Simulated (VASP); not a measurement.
# Si4BW (P6/mmm) in VASP: notebook

The runs below take Si4BW through single point, relaxation of cell and atoms, with PBE.

Everything below comes from runs of VASP 6.6.1. Logs are shortened: lines on timing, memory, paths and dates and some standing lists are left out, and cuts for length are marked.

### Step 1. The cell of the first run

It takes space group P6/mmm (No. 191, hexagonal). Conventional cell: a = 4.404 Å, b = 4.404 Å, c = 4.740 Å, α = 90.00°, β = 90.00°, γ = 120.00°. Si (site symmetry 3m) has 5 Si at 2.36 to 2.54 Å and 3 B at 2.80 Å and 3 W at 2.81 Å within 3.1 Å. B (site symmetry 6/mmm) has 2 W at 2.37 Å and 12 Si at 2.80 Å within 3.1 Å. W (site symmetry 6/mmm) has 2 B at 2.37 Å and 12 Si at 2.81 Å within 3.1 Å.

The cell was built from a structure type or drawn by symmetry, and may not be a known phase.

### Step 2. Single point, PBE

Input file INCAR:

```
ALGO = Normal ; EDIFF = 1E-6
ENCUT = 520 ; GGA = PE
ISIF = 2 ; ISMEAR = 0
LASPH = T ; LCHARG = F
LREAL = F ; LWAVE = F
NBANDS = 26 ; NELM = 80
PREC = Accurate ; SIGMA = 0.1
```

Input file KPOINTS:

```
k-points
0
Gamma
  12 12 8
```

Input file POSCAR:

```
Si4BW
1.0
    4.4044855821      0.0000000000      0.0000000000
   -2.2022427910      3.8143964047      0.0000000000
    0.0000000000      0.0000000000      4.7402819024
Si B W
4 1 1
Direct
    0.3333333333      0.6666666667      0.2506100355
    0.3333333333      0.6666666667      0.7493899645
    0.6666666667      0.3333333333      0.7493899645
    0.6666666667      0.3333333333      0.2506100355
    0.0000000000      0.0000000000      0.5000000000
    0.0000000000      0.0000000000      0.0000000000
```

Potentials or basis: VASP PAW PBE potentials, release 64 (Si, B, W_sv).

The run is started by

```console
cat potpaw_PBE.64/Si/POTCAR potpaw_PBE.64/B/POTCAR potpaw_PBE.64/W_sv/POTCAR > POTCAR
mpirun -np 1 vasp_std > vasp.out
```

OUTCAR:

```text
EDIFF = 1E-6
   ENCUT = 520
   GGA = PE
   ISIF = 2
   ISMEAR = 0
   LASPH = T
   LREAL = F
   NELM = 80
   PREC = Accurate

 ion  position               nearest neighbor table
   1  0.333  0.667  0.251-   2 2.36   2 2.38   4 2.54   4 2.54   4 2.54   6 2.81   6 2.81   6 2.81

   2  0.333  0.667  0.749-   1 2.36   1 2.38   3 2.54   3 2.54   3 2.54   6 2.81   6 2.81   6 2.81

   3  0.667  0.333  0.749-   4 2.36   4 2.38   2 2.54   2 2.54   2 2.54   6 2.81   6 2.81   6 2.81

   4  0.667  0.333  0.251-   3 2.36   3 2.38   1 2.54   1 2.54   1 2.54   6 2.81   6 2.81   6 2.81

   5  0.000  0.000  0.500-   6 2.37   6 2.37
   6  0.000  0.000  0.000-   5 2.37   5 2.37   3 2.81   4 2.81   1 2.81   2 2.81   1 2.81   2 2.81
                             3 2.81   4 2.81   3 2.81   4 2.81   1 2.81   2 2.81

  LATTYP: Found a hexagonal cell.
 ALAT       =     4.4044855821
 C/A-ratio  =     1.0762396230

  Lattice vectors:

 A1 = (   4.4044855821,   0.0000000000,   0.0000000000)
 A2 = (  -2.2022427910,   3.8143964047,   0.0000000000)
 A3 = (   0.0000000000,   0.0000000000,   4.7402819024)

Analysis of symmetry for initial positions (statically):
=====================================================================
 Subroutine PRICEL returns:
 Original cell was already a primitive cell.

 Routine SETGRP: Setting up the symmetry group for a
 hexagonal supercell.

 Subroutine GETGRP returns: Found 24 space group operations
 (whereof 24 operations were pure point group operations)
 out of a pool of 24 trial point group operations.

The static configuration has the point symmetry D_6h.

Analysis of symmetry for dynamics (positions and initial velocities):
=====================================================================
 Subroutine PRICEL returns:
 Original cell was already a primitive cell.

 Routine SETGRP: Setting up the symmetry group for a
 hexagonal supercell.

 Subroutine GETGRP returns: Found 24 space group operations
 (whereof 24 operations were pure point group operations)
 out of a pool of 24 trial point group operations.

The dynamic configuration has the point symmetry D_6h.

 Subroutine INISYM returns: Found 24 space group operations
 (whereof 24 operations are pure point group operations),
 and found     1 'primitive' translations

----------------------------------------------------------------------------------------

[... 97 lines left out ...]
   LASPH  =      T    aspherical Exc in radial PAW
   ENCUT  =  520.0 eV  38.22 Ry    6.18 a.u.   8.19  8.19  8.81*2*pi/ulx,y,z
   NELM   =     80;   NELMIN=  2; NELMDL= -5     # of ELM steps
   EDIFF  = 0.1E-05   stopping-criterion for ELM
   LREAL  =      F    real-space projection
   EDIFFG = 0.1E-04   stopping-criterion for IOM
   NSW    =      0    number of steps for IOM
   IBRION =     -1    ionic relax: 0-MD 1-quasi-New 2-CG
   NFREE  =      0    steps in history (QN), initial steepest desc. (CG)
   ISIF   =      2    stress and relaxation
   ISYM   =      2    0-nonsym 1-usesym 2-fastsym
   POTIM  = 0.5000    time-step for ionic-motion
   TEBEG  =    0.0;   TEEND  =   0.0 temperature during run
   PSTRESS=    0.0 pullay stress
   NELECT =      33.0000    total number of electrons
   NUPDOWN=      -1.0000    fix difference up-down
   EMIN   =  10.00;   EMAX   =-10.00  energy-range for DOS
   EFERMI =   0.00;   METHOD = LEGACY
   ISMEAR =     0;   SIGMA  =   0.10  broadening in eV -4-tet -1-fermi 0-gaus
   EFERMI_NEDOS =   21; number of points for ismear=-14 and -15
   IALGO  =     38    algorithm
   IMIX   =      4    mixing-type and parameters
     AMIX     =   0.40;   BMIX     =  1.00
     AMIX_MAG =   1.60;   BMIX_MAG =  1.00
  volume/ion in A,a.u.               =      13.27        89.57
  Fermi-wavevector in a.u.,A,eV,Ry     =   1.220500  2.306410 20.267511  1.489620
  Thomas-Fermi vector in A             =   2.355715
   LORBIT       =      0    0 simple, 1 ext, 2 COOP (PROOUT), +10 PAW based schemes
   GGA     = PE    functional components
   LHFCALC =     F    Hartree Fock is set to
   AEXX    =    0.0000 exact exchange contribution
   IVDW    =     0    specifies the selected vdW correction
   LEPSILON=     F    determine dielectric tensor
   LRPA    =     F    only Hartree local field effects (RPA)
 non-spin polarized calculation
 Gauss-broadening in eV      SIGMA  =   0.10
  energy-cutoff  :      520.00
  volume of cell :       79.64
 maximum number of plane-waves:      2166
 NGX is ok and might be reduce to    36
   NGX = 17   NGY = 17   NGZ = 17

 number of electron      33.0000001 magnetization

 Free energy of the ion-electron system (eV)
  ---------------------------------------------------
  ext. energy  EPLUGINS =         0.00000000
  ---------------------------------------------------
  free energy    TOTEN  =       -37.97497846 eV

  energy without entropy =      -37.96712113  energy(sigma->0) =      -37.97104980

 E-fermi :  10.3743     XC(G=0): -11.8127

 val. band max:       10.3707971055   @ k =   0.0000   0.0000   0.5000
 cond. band min:      10.3805044057   @ k =   0.0000   0.0000   0.5000
 fundamental gap:      0.0097073002
 Fermi energy:        10.3743027417

 k-point     1 :       0.0000    0.0000    0.0000
  band No.  band energies     occupation
      1     -63.9765      2.00000
      2     -28.2011      2.00000
      3     -28.1800      2.00000
      4     -28.1800      2.00000
      5      -3.8611      2.00000
      6       2.0052      2.00000
[... 685 lines left out ...]
     25      15.3497      0.00000
     26      16.7286      0.00000

 [... further k-points ...]
[... 5 lines left out ...]
  --------------------------------------------------------------------------------------
  -------------------------------------------------------------------------------------
  Total       -0.0313577     -0.0313577     -0.0466028     -0.0000000      0.0000000     -0.0000000
  in kB       -0.6308549     -0.6308549     -0.9375559     -0.0000000      0.0000000     -0.0000000
  external PRESSURE =      -0.7330886 kB  Pullay stress =       0.0000000 kB

 VOLUME and BASIS-vectors are now :
 -----------------------------------------------------------------------------
  energy-cutoff  :      520.00
  volume of cell :       79.64
      direct lattice vectors                 reciprocal lattice vectors
     4.404485582  0.000000000  0.000000000     0.227041270  0.131082338  0.000000000
    -2.202242791  3.814396405  0.000000000     0.000000000  0.262164677  0.000000000
     0.000000000  0.000000000  4.740281902     0.000000000  0.000000000  0.210957918

 POSITION                                       TOTAL-FORCE (eV/Angst)
 -----------------------------------------------------------------------------------
     -0.00000      2.54293      1.18796         0.000000     -0.000000      0.004968
     -0.00000      2.54293      3.55232         0.000000      0.000000     -0.004968
      2.20224      1.27147      3.55232        -0.000000     -0.000000     -0.004968
      2.20224      1.27147      1.18796        -0.000000     -0.000000      0.004968
      0.00000      0.00000      2.37014         0.000000      0.000000     -0.000000
      0.00000      0.00000      0.00000         0.000000      0.000000     -0.000000
 -----------------------------------------------------------------------------------
    total drift:                               -0.000000     -0.000000     -0.000000

  FREE ENERGIE OF THE ION-ELECTRON SYSTEM (eV)
  ---------------------------------------------------
  free  energy   TOTEN  =       -37.9749784641 eV

  energy  without entropy=      -37.9671211348  energy(sigma->0) =      -37.97104980
```

OSZICAR:

```text
N       E                     dE             d eps       ncg     rms          rms(c)
DAV:   1     0.175322264002E+03    0.17532E+03   -0.14367E+04  4940   0.119E+03
DAV:   2    -0.308227935263E+02   -0.20615E+03   -0.19519E+03  5634   0.296E+02
DAV:   3    -0.394491082738E+02   -0.86263E+01   -0.82819E+01  6460   0.534E+01
DAV:   4    -0.395826684091E+02   -0.13356E+00   -0.13265E+00  5842   0.672E+00
DAV:   5    -0.395844284500E+02   -0.17600E-02   -0.17583E-02  6294   0.822E-01    0.220E+01
DAV:   6    -0.384024273084E+02    0.11820E+01   -0.72111E+00  5566   0.169E+01    0.648E+00
DAV:   7    -0.380711704464E+02    0.33126E+00   -0.20790E+00  5628   0.847E+00    0.597E+00
DAV:   8    -0.379766667215E+02    0.94504E-01   -0.22608E-01  5616   0.329E+00    0.662E-01
DAV:   9    -0.379753040156E+02    0.13627E-02   -0.12520E-02  6066   0.620E-01    0.314E-01
DAV:  10    -0.379750216365E+02    0.28238E-03   -0.16516E-03  5906   0.271E-01    0.937E-02
DAV:  11    -0.379749948081E+02    0.26828E-04   -0.51594E-04  5830   0.136E-01    0.815E-02
DAV:  12    -0.379749784134E+02    0.16395E-04   -0.89963E-05  5718   0.688E-02    0.175E-02
DAV:  13    -0.379749784641E+02   -0.50756E-07   -0.43118E-06  5610   0.132E-02
   1 F= -.37974978E+02 E0= -.37971050E+02  d E =-.785733E-02
```

stdout:

```text
POSCAR found type information on POSCAR SiB W
 POSCAR found :  3 types and       6 ions
 scaLAPACK will be used
 LDA part: xc-table for (Slater+PW92), standard interpolation
 POSCAR, INCAR and KPOINTS ok, starting setup
 FFT: planning ... GRIDC
 FFT: planning ... GRID_SOFT
 FFT: planning ... GRID
 WAVECAR not read
 entering main loop
```

Run time: 1.9 min. Hardware: 1 thread of Intel Xeon 6975P-C (Granite Rapids), shared host; peak memory 0.33 GiB.

What came out:

```
Free energy            : -37.9750 eV
Pressure               : -0.1 GPa
Largest force          : 0.005 eV/Å
Band gap on the k mesh : zero (an odd number of electrons rules out a gap without spin polarisation)
```

Forces on the atoms (eV/Å):
```
Si   0.000  0.000  0.005
Si   0.000  0.000 -0.005
Si   0.000  0.000 -0.005
Si   0.000  0.000  0.005
B    0.000  0.000  0.000
W    0.000  0.000  0.000
```

Caveat: spin-orbit coupling is left out, which moves the levels of the heavy elements.

### Step 3. Relaxation of cell and atoms, PBE

This run uses another cell than the first one, of 13.56 Å³/atom.

Input file INCAR:

```
SYSTEM = Si4BW
PREC = Accurate
ENCUT = 600
EDIFF = 1E-6
ISMEAR = 0
SIGMA = 0.1
LREAL = .False.
LASPH = .True.
NELM = 100
ALGO = Normal
ISIF = 3
LWAVE = .False.
LCHARG = .False.
GGA = PE
IBRION = 2
NSW = 90
EDIFFG = -0.04
```

Input file KPOINTS:

```
Automatic mesh
0
Gamma
  6 6 4
  0 0 0
```

Input file POSCAR:

```
Si4BW
1.0
    4.5281209219      0.0000000000      0.0000000000
   -2.2640604610      3.9214677498      0.0000000000
    0.0000000000      0.0000000000      4.5831975076
Si B W
4 1 1
Direct
    0.3333333333      0.6666666667      0.2480323909
    0.3333333333      0.6666666667      0.7519676091
    0.6666666667      0.3333333333      0.7519676091
    0.6666666667      0.3333333333      0.2480323909
    0.0000000000      0.0000000000      0.5000000000
    0.0000000000      0.0000000000      0.0000000000
```

Potentials or basis: VASP PAW PBE potentials, release 64 (Si, B, W_sv).

The run is started by

```console
cat potpaw_PBE.64/Si/POTCAR potpaw_PBE.64/B/POTCAR potpaw_PBE.64/W_sv/POTCAR > POTCAR
mpirun -np 1 vasp_std > vasp.out
```

Run time: 98 s. Hardware: 1 thread of Intel Xeon 6975P-C (Granite Rapids), shared host; peak memory 0.24 GiB.

The run converged. Its results:

| Quantity | Value |
| --- | --- |
| Free energy | -37.9385 eV |
| Relaxed volume | 13.38 Å³/atom |
| Relaxed cell | a = 4.452 Å, b = 4.452 Å, c = 4.677 Å, α = 90.00°, β = 90.00°, γ = 120.00° |
| Space group after relaxing (to 0.1 Å) | P6/mmm (No. 191) |
| Energy gained by relaxing | 12.0 meV/atom |
| Ionic steps | 5 |
| Pressure after relaxing | 0.0 GPa |
| Largest force after relaxing | 0.033 eV/Å |
| Band gap on the k mesh | zero (an odd number of electrons rules out a gap without spin polarisation) |

Forces on the atoms (eV/Å):
```
Si   0.000  0.000  0.033
Si   0.000  0.000 -0.033
Si   0.000  0.000 -0.033
Si   0.000  0.000  0.033
B    0.000  0.000  0.000
W    0.000  0.000  0.000
```

Stress tensor (GPa, compression positive):
```
-0.03  0.00  0.00
 0.00 -0.03  0.00
 0.00  0.00  0.11
```

The path:
| step | energy change (eV) | largest force (eV/Å) | pressure (GPa) | volume (Å³) |
| --- | --- | --- | --- | --- |
| 1 | 0.0000 | 0.1285 | -0.07 | 81.38 |
| 2 | -0.0578 | 0.0013 | -2.32 | 81.24 |
| 3 | -0.0659 | 0.0098 | -1.82 | 81.30 |
| 4 | -0.0691 | 0.0610 | 1.31 | 79.60 |
| 5 | -0.0718 | 0.0334 | 0.02 | 80.27 |

Final structure:
```
CELL_PARAMETERS angstrom
4.45163 0.00000 0.00000
-2.22581 3.85522 0.00000
0.00000 0.00000 4.67745
ATOMIC_POSITIONS crystal
Si 0.33333 0.66667 0.24901
Si 0.33333 0.66667 0.75099
Si 0.66667 0.33333 0.75099
Si 0.66667 0.33333 0.24901
B 0.00000 0.00000 0.50000
W 0.00000 0.00000 0.00000
```

Levels at points of the mesh, in eV from the Fermi level:
```
           k point  band 13  band 14  band 15  band 16  band 17  band 18  band 19  band 20
(0.00, 0.00, 0.00)    -3.27    -2.11    -2.11    -1.71    -0.07    -0.07     0.51     0.51
(0.50, 0.00, 0.00)    -3.33    -2.73    -1.77    -0.29     0.13     1.59     1.86     1.97
(0.00, 0.00, 0.50)    -4.27    -3.35    -3.23    -3.23    -0.10    -0.10     0.36     2.05
(0.50, 0.00, 0.50)    -2.47    -1.61    -1.34     0.86     1.16     1.28     2.15     2.30
```

Caveat: spin-orbit coupling is left out, which moves the levels of the heavy elements.

### Step 4. Relaxation of cell and atoms, PBE

This run uses another cell than the first one, of 13.38 Å³/atom.

Input file INCAR:

```
SYSTEM = Si4BW
ALGO = Normal
EDIFF = 1E-7
EDIFFG = -0.01
ENCUT = 600
GGA = PE
IBRION = 2
ISIF = 3
ISMEAR = 0
LASPH = .True.
LCHARG = .False.
LREAL = .False.
LWAVE = .False.
NELM = 60
NSW = 100
PREC = Accurate
SIGMA = 0.1
```

Input file KPOINTS:

```
k-points
0
Gamma
  12 12 8
  0 0 0
```

Input file POSCAR:

```
Si4BW
1.0
    4.4517987336      0.0000000000      0.0000000000
   -2.2258993668      3.8553707958      0.0000000000
    0.0000000000      0.0000000000      4.6789509970
Si B W
4 1 1
Direct
    0.3333333333      0.6666666667      0.2491444975
    0.3333333333      0.6666666667      0.7508555025
    0.6666666667      0.3333333333      0.7508555025
    0.6666666667      0.3333333333      0.2491444975
    0.0000000000      0.0000000000      0.5000000000
    0.0000000000      0.0000000000      0.0000000000
```

The run is started by

```console
cat potpaw_PBE.64/Si/POTCAR potpaw_PBE.64/B/POTCAR potpaw_PBE.64/W_sv/POTCAR > POTCAR
mpirun -np 1 vasp_std > vasp.out
```

Run time: 5.1 min. Hardware: 1 thread of Intel Xeon 6975P-C (Granite Rapids), shared host; peak memory 0.36 GiB.

The run converged. Its results:

* Free energy: -37.9759 eV
* Relaxed volume: 13.27 Å³/atom
* Relaxed cell: a = 4.404 Å, b = 4.404 Å, c = 4.740 Å, α = 90.00°, β = 90.00°, γ = 120.00°
* Space group after relaxing (to 0.1 Å): P6/mmm (No. 191)
* Energy gained by relaxing: 4.4 meV/atom
* Ionic steps: 5
* Pressure after relaxing: 0.0 GPa
* Largest force after relaxing: 0.009 eV/Å
* Band gap on the k mesh: zero (an odd number of electrons rules out a gap without spin polarisation)

Forces in eV/Å, atoms in the order of the input:
```
Si   0.000  0.000  0.009
Si   0.000  0.000 -0.009
Si   0.000  0.000 -0.009
Si   0.000  0.000  0.009
B    0.000  0.000  0.000
W    0.000  0.000  0.000
```

The path:
```
step  energy change (eV)  largest force (eV/Å)  pressure (GPa)  volume (Å³)
   1              0.0000                0.1419           -0.21        80.31
   2             -0.0252                0.0076           -0.92        80.09
   3             -0.0253                0.0004           -0.89        80.10
   4             -0.0257                0.0160            0.76        79.24
   5             -0.0266                0.0090            0.00        79.63
```

Final structure:
```yaml
crystal:
  lattice:
    - [4.40423, 0.00000, 0.00000]
    - [-2.20211, 3.81417, 0.00000]
    - [0.00000, 0.00000, 4.74048]
  atoms:
    - { symbol: Si, position: [0.33333, 0.66667, 0.25058] }
    - { symbol: Si, position: [0.33333, 0.66667, 0.74942] }
    - { symbol: Si, position: [0.66667, 0.33333, 0.74942] }
    - { symbol: Si, position: [0.66667, 0.33333, 0.25058] }
    - { symbol: B, position: [0.00000, 0.00000, 0.50000] }
    - { symbol: W, position: [0.00000, 0.00000, 0.00000] }
```

Levels at points of the mesh, in eV from the Fermi level:
```tsv
k point	band 13	band 14	band 15	band 16	band 17	band 18	band 19	band 20
(0.00, 0.00, 0.00)	-3.24	-2.21	-2.21	-1.50	-0.24	-0.24	0.45	0.45
(0.50, 0.00, 0.00)	-3.50	-2.59	-1.69	-0.40	0.13	1.85	1.99	2.11
(0.00, 0.00, 0.50)	-4.28	-3.26	-3.25	-3.25	0.00	0.01	0.01	1.90
(0.50, 0.00, 0.50)	-2.35	-1.55	-1.45	0.85	1.03	1.22	2.25	2.39
```

Caveat: spin-orbit coupling is left out, which moves the levels of the heavy elements.

### Step 5. Overview

| task | cell | k mesh | cutoff (eV) | gap on the mesh (eV) | pressure (GPa) | relaxed volume (Å³/atom) | largest force (eV/Å) |
| --- | --- | --- | --- | --- | --- | --- | --- |
| single point | a = 4.404, b = 4.404, c = 4.740 Å, angles 90.0, 90.0, 120.0°, 6 atoms, atomic positions A | 12 × 12 × 8 | 520 | none | -0.1 | - | - |
| relaxation of cell and atoms | relaxed from a = 4.528, b = 4.528, c = 4.583 Å, angles 90.0, 90.0, 120.0°, 6 atoms, atomic positions B | 6 × 6 × 4 | 600 | none | 0.0 | 13.38 | 0.03 |
| relaxation of cell and atoms | relaxed from a = 4.452, b = 4.452, c = 4.679 Å, angles 90.0, 90.0, 120.0°, 6 atoms, atomic positions A | 12 × 12 × 8 | 600 | none | 0.0 | 13.27 | 0.01 |

Alike in all rows: level PBE; potentials or basis VASP PAW PBE potentials, release 64 (Si, B, W_sv); no spin polarisation; smearing gaussian 0.1 eV.

Caveats: spin-orbit coupling is left out, which moves the levels of the heavy elements.

Absolute energies hang on the potentials; compare differences alone.
